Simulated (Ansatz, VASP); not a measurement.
# GaAs in VASP and in Ansatz

```
Ga As
1.0
     0.00000    2.80788    2.80788
     2.80788    0.00000    2.80788
     2.80788    2.80788    0.00000
Ga As
1 1
Direct
  0.00000 0.00000 0.00000
  0.75000 0.75000 0.75000
```

Change from the starting cell: volume scaled by 0.98, PAW files.

Alike in both runs: task electric field gradients; functional LDA; k mesh 11 × 11 × 11; occupations fermi-dirac, width 0.05 eV; no spin polarisation.

```csv
,VASP,Ansatz
version,VASP 6.6.1,Ansatz 0.2.0
potentials or method,"VASP PAW LDA potentials, release 64 (Ga_d, As)","PAW with Ansatz's default frozen-core files, scalar-relativistic"
plane-wave cutoff (eV),520,420
valence electrons in the cell,18,28
```

```tsv
	VASP	Ansatz	Ansatz less VASP
pressure (GPa)	-0.2	-0.5	-0.31
```

LDA's correlation is that of Perdew and Zunger in VASP and of Perdew and Wang (1992) in Ansatz. VASP's potentials hold 18 valence electrons a cell and Ansatz's 28, so a difference there can come from the potentials and not from the codes.
